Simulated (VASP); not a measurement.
# LiH (Pm-3m) in VASP: further runs

Aim: see how the results for LiH move with the level of theory and the settings. Levels: PBEsol, PBE. Tasks: vibrations by perturbation theory, dielectric tensor.

Everything below comes from runs of VASP 6.6.1. Logs are shortened: lines on timing, memory, paths and dates and some standing lists are left out, and cuts for length are marked.

## (1) The cell of the first run

The structure is cubic, space group Pm-3m (No. 221). The conventional cell has a = 2.491 Å, b = 2.491 Å, c = 2.491 Å, α = 90.00°, β = 90.00°, γ = 90.00°. Within 2.9 Å of Li (site symmetry m-3m) lie 8 H at 2.16 Å and 6 Li at 2.49 Å. H (site symmetry m-3m) has 8 Li at 2.16 Å and 6 H at 2.49 Å within 2.9 Å.

## (2) Vibrations by perturbation theory, PBEsol

File INCAR:

```
PREC = Accurate
ENCUT = 520
EDIFF = 1E-8
ISMEAR = 0
SIGMA = 0.01
LREAL = F
LASPH = T
NELM = 100
ALGO = Normal
ISIF = 2
LWAVE = F
LCHARG = T
GGA = PS
IBRION = 8
NSW = 1
LEPSILON = T
```

File KPOINTS:

```
regular mesh
0
Gamma
  8 8 8
```

File POSCAR:

```
LiH
1.0
    2.4913416151      0.0000000000      0.0000000000
    0.0000000000      2.4913416151      0.0000000000
    0.0000000000      0.0000000000      2.4913416151
Li H
1 1
Direct
    0.0000000000      0.0000000000      0.0000000000
    0.5000000000      0.5000000000      0.5000000000
```

Potentials or basis: VASP PAW PBE potentials, release 64 (Li_sv, H).

Launch:

```
$ cat potpaw_PBE.64/Li_sv/POTCAR potpaw_PBE.64/H/POTCAR > POTCAR
$ mpirun -np 1 vasp_std > vasp.out
```

OUTCAR:

```text
PREC = Accurate
   ENCUT = 520
   EDIFF = 1E-8
   ISMEAR = 0
   LREAL = F
   LASPH = T
   NELM = 100
   ISIF = 2
   GGA = PS
   IBRION = 8
   NSW = 1
   LEPSILON = T

 ion  position               nearest neighbor table
   1  0.000  0.000  0.000-
   2  0.500  0.500  0.500-

  LATTYP: Found a simple cubic cell.
 ALAT       =     2.4913416151

  Lattice vectors:

 A1 = (   2.4913416151,   0.0000000000,   0.0000000000)
 A2 = (   0.0000000000,   2.4913416151,   0.0000000000)
 A3 = (   0.0000000000,   0.0000000000,   2.4913416151)

Analysis of symmetry for initial positions (statically):
=====================================================================
 Subroutine PRICEL returns:
 Original cell was already a primitive cell.

 Routine SETGRP: Setting up the symmetry group for a
 simple cubic supercell.

 Subroutine GETGRP returns: Found 48 space group operations
 (whereof 48 operations were pure point group operations)
 out of a pool of 48 trial point group operations.

The static configuration has the point symmetry O_h .

Analysis of symmetry for dynamics (positions and initial velocities):
=====================================================================
 Subroutine PRICEL returns:
 Original cell was already a primitive cell.

 Routine SETGRP: Setting up the symmetry group for a
 simple cubic supercell.

 Subroutine GETGRP returns: Found 48 space group operations
 (whereof 48 operations were pure point group operations)
 out of a pool of 48 trial point group operations.

The dynamic configuration has the point symmetry O_h .

 Subroutine INISYM returns: Found 48 space group operations
 (whereof 48 operations are pure point group operations),
 and found     1 'primitive' translations

----------------------------------------------------------------------------------------

                                     Primitive cell

  volume of cell :      15.4632

  direct lattice vectors                    reciprocal lattice vectors
     2.491341615  0.000000000  0.000000000     0.401390156  0.000000000  0.000000000
     0.000000000  2.491341615  0.000000000     0.000000000  0.401390156  0.000000000
     0.000000000  0.000000000  2.491341615     0.000000000  0.000000000  0.401390156

  length of vectors
     2.491341615  2.491341615  2.491341615     0.401390156  0.401390156  0.401390156

  position of ions in fractional coordinates (direct lattice)
     0.000000000  0.000000000  0.000000000
     0.500000000  0.500000000  0.500000000

  ion indices of the primitive-cell ions
   primitive index   ion index
                 1           1
                 2           2

----------------------------------------------------------------------------------------

 KPOINTS: regular mesh

Automatic generation of k-mesh.
 Grid dimensions read from file:
 generate k-points for:    8    8    8

 Generating k-lattice:

  Cartesian coordinates                     Fractional coordinates (reciprocal lattice)
     0.050173770  0.000000000  0.000000000     0.125000000  0.000000000  0.000000000
     0.000000000  0.050173770  0.000000000     0.000000000  0.125000000  0.000000000
     0.000000000  0.000000000  0.050173770     0.000000000  0.000000000  0.125000000

  Length of vectors
     0.050173770  0.050173770  0.050173770

  Shift w.r.t. Gamma in fractional coordinates (k-lattice)
     0.000000000  0.000000000  0.000000000

 Subroutine IBZKPT returns following result:
 ===========================================

[... 321 lines left out ...]
  external PRESSURE =      -0.8898286 kB  Pullay stress =       0.0000000 kB

 VOLUME and BASIS-vectors are now :
 -----------------------------------------------------------------------------
  energy-cutoff  :      520.00
  volume of cell :       15.46
      direct lattice vectors                 reciprocal lattice vectors
     2.491341615  0.000000000  0.000000000     0.401390156  0.000000000  0.000000000
     0.000000000  2.491341615  0.000000000     0.000000000  0.401390156  0.000000000
     0.000000000  0.000000000  2.491341615     0.000000000  0.000000000  0.401390156

 POSITION                                       TOTAL-FORCE (eV/Angst)
 -----------------------------------------------------------------------------------
      0.00000      0.00000      0.00000         0.000000      0.000000      0.000000
      1.24567      1.24567      1.24567         0.000000      0.000000      0.000000
 -----------------------------------------------------------------------------------
    total drift:                               -0.000000      0.000000     -0.000000

  FREE ENERGIE OF THE ION-ELECTRON SYSTEM (eV)
  ---------------------------------------------------
  free  energy   TOTEN  =        -5.6677875480 eV

  energy  without entropy=       -5.6677875480  energy(sigma->0) =       -5.66778755

 HEAD OF MICROSCOPIC STATIC DIELECTRIC TENSOR (INDEPENDENT PARTICLE, excluding Hartree and local field effects)
 ------------------------------------------------------
           5.272532    -0.000000     0.000000
           0.000000     5.272532     0.000000
          -0.000000    -0.000000     5.272532
 ------------------------------------------------------

 Free energy of the ion-electron system (eV)
  ---------------------------------------------------
  ---------------------------------------------------
  free energy    TOTEN  =        -0.19663822 eV

  energy without entropy =       -0.19663822

------------------------ aborting loop because EDIFF is reached ----------------------------------------

--------------------------------------- Ionic step        2  -------------------------------------------

------------------------ aborting loop because EDIFF is reached ----------------------------------------

--------------------------------------- Ionic step        3  -------------------------------------------

------------------------ aborting loop because EDIFF is reached ----------------------------------------

 PIEZOELECTRIC TENSOR FIELD DIRECTION 3  (e Angst)
 -----------------------------------------------------------------------------
    -0.00014  0.00000  0.00000           (  0.00001  0.00000  0.00000)
     0.00000 -0.00014 -0.00000           (  0.00000  0.00001 -0.00000)
     0.00000 -0.00000  0.00084           (  0.00000 -0.00000  0.00001)

 PIEZOELECTRIC TENSOR FIELD DIRECTION 3  (C/m^2)
 -----------------------------------------------------------------------------
    -0.00014  0.00000  0.00000
     0.00000 -0.00014 -0.00000
     0.00000 -0.00000  0.00087

--------------------------------------- Ionic step        4  -------------------------------------------

------------------------ aborting loop because EDIFF is reached ----------------------------------------

[... ionic steps 5 to 6 ...]

--------------------------------------- Ionic step        7  -------------------------------------------

 Free energy of the ion-electron system (eV)
  ---------------------------------------------------
  ---------------------------------------------------
  free energy    TOTEN  =        -0.01728637 eV

  energy without entropy =       -0.01728637

------------------------ aborting loop because EDIFF is reached ----------------------------------------

 INTERNAL STRAIN TENSOR  FOR ION    2  DIRECTION 1   (eV/Angst):
 -----------------------------------------------------------------------------
    -0.00819  0.00000 -0.00000
     0.00000  0.00050  0.00000
     0.00000  0.00000  0.00050

 MACROSCOPIC STATIC DIELECTRIC TENSOR (including local field effects in DFT)
 ------------------------------------------------------
           5.084778     0.000000     0.000000
           0.000000     5.084778     0.000000
          -0.000000    -0.000000     5.084778
 ------------------------------------------------------

 PIEZOELECTRIC TENSOR (including local field effects)  for field in x, y, z        (e  Angst)
          XX          YY          ZZ          XY          YZ          ZX
  --------------------------------------------------------------------------------
  x     0.00000     0.00000     0.00000     0.00000     0.00000     0.00000
  y     0.00000     0.00000     0.00000     0.00000     0.00000     0.00000
  z     0.00000     0.00000     0.00000     0.00000     0.00000     0.00000

 PIEZOELECTRIC TENSOR (including local field effects)  for field in x, y, z        (C/m^2)
          XX          YY          ZZ          XY          YZ          ZX
  --------------------------------------------------------------------------------
  x     0.00000     0.00000     0.00000     0.00000     0.00000     0.00000
  y     0.00000     0.00000     0.00000     0.00000     0.00000     0.00000
  z     0.00000     0.00000     0.00000     0.00000     0.00000     0.00000

 BORN EFFECTIVE CHARGES (including local field effects) (in |e|, cummulative output)
 ---------------------------------------------------------------------------------
 ion    1
    1     1.11098    -0.00000    -0.00000
    2     0.00000     1.11098    -0.00000
    3    -0.00000    -0.00000     1.11098
 ion    2
    1    -1.11098     0.00000     0.00000
    2    -0.00000    -1.11098     0.00000
    3     0.00000     0.00000    -1.11098

 INTERNAL STRAIN TENSOR FOR ION    2 for displacements in x,y,z  (eV/Angst):
          X           Y           Z          XY          YZ          ZX
  --------------------------------------------------------------------------------
  x     0.00000     0.00000     0.00000     0.00000     0.00000     0.00000
  y     0.00000     0.00000     0.00000     0.00000     0.00000     0.00000
  z     0.00000     0.00000     0.00000     0.00000     0.00000     0.00000

 SECOND DERIVATIVES (NOT SYMMETRIZED)
 ------------------------------------
               1X          1Y          1Z          2X          2Y          2Z
  1X    -0.261594    0.000000   -0.000000    0.261594   -0.000000    0.000000
  1Y     0.000000   -0.261594   -0.000000   -0.000000    0.261594    0.000000
  1Z     0.000000    0.000000   -0.261594   -0.000000   -0.000000    0.261594
  2X     0.244774    0.000000   -0.000000   -0.244774   -0.000000    0.000000
  2Y     0.000000    0.244774   -0.000000   -0.000000   -0.244774    0.000000
  2Z    -0.000000    0.000000    0.244774    0.000000   -0.000000   -0.244774

 Eigenvectors and eigenvalues of the dynamical matrix
 ----------------------------------------------------

   1 f  =    8.303726 THz    52.173852 2PiTHz  276.982499 cm-1    34.341438 meV
             X         Y         Z           dx          dy          dz
      0.000000  0.000000  0.000000     0.002638    0.351709   -0.093139
      1.245671  1.245671  1.245671    -0.006755   -0.900399    0.238442
[... 21 lines left out ...]
   6 f/i=    0.093491 THz     0.587420 2PiTHz    3.118519 cm-1     0.386647 meV
             X         Y         Z           dx          dy          dz
      0.000000  0.000000  0.000000    -0.130777   -0.475802   -0.790018
      1.245671  1.245671  1.245671    -0.051083   -0.185855   -0.308593

--------------------------------------------------------------------------------------------------------

 MACROSCOPIC STATIC DIELECTRIC TENSOR IONIC CONTRIBUTION
 ------------------------------------------------------
          57.017036    -0.000000    -0.000000
          -0.000000    57.017036    -0.000000
          -0.000000    -0.000000    57.017036
 ------------------------------------------------------

 ELASTIC MODULI CONTR FROM IONIC RELAXATION (kBar)
 Direction    XX          YY          ZZ          XY          YZ          ZX
 --------------------------------------------------------------------------------
 XX           0.0000      0.0000      0.0000      0.0000      0.0000      0.0000
 YY           0.0000      0.0000      0.0000      0.0000      0.0000      0.0000
 ZZ           0.0000      0.0000      0.0000      0.0000      0.0000      0.0000
 XY           0.0000      0.0000      0.0000      0.0000      0.0000      0.0000
 YZ           0.0000      0.0000      0.0000      0.0000      0.0000      0.0000
 ZX           0.0000      0.0000      0.0000      0.0000      0.0000      0.0000
 --------------------------------------------------------------------------------

 PIEZOELECTRIC TENSOR IONIC CONTR  for field in x, y, z        (C/m^2)
          XX          YY          ZZ          XY          YZ          ZX
  --------------------------------------------------------------------------------
  x     0.00000     0.00000     0.00000     0.00000     0.00000     0.00000
  y     0.00000     0.00000     0.00000     0.00000     0.00000     0.00000
  z     0.00000     0.00000     0.00000     0.00000     0.00000     0.00000
```

It took 1.9 min on 1 thread of AMD EPYC 7R43 (Zen 3), shared host; peak memory 0.1 GiB.

What came out:

```
Electronic dielectric tensor (diagonal)                 : 5.08
Born charges (mean of the diagonal)                     : Li +1.11; H -1.11 e
Highest phonon frequency at Γ, LO-TO splitting left out : 277 cm⁻¹
```

Phonon frequencies in cm⁻¹ (negative: imaginary):
```csv
q point,frequencies
"(0.000, 0.000, 0.000)",-3 -3 -3 277 277 277
```

Electronic dielectric tensor:
```
5.08 0.00 0.00
0.00 5.08 0.00
0.00 0.00 5.08
```

Born effective charge tensors (e):
atom 1, Li
```
1.11 0.00 0.00
0.00 1.11 0.00
0.00 0.00 1.11
```
atom 2, H
```
-1.11  0.00  0.00
 0.00 -1.11  0.00
 0.00  0.00 -1.11
```

Caveat: the cutoff is under 1.25 times the usual one of these potentials, so pressure, stress and relaxed cells hold a basis-set (Pulay) error; the PAW data sets were made with another functional, which shifts forces and pressure a little.

[end of part 1 of 2]
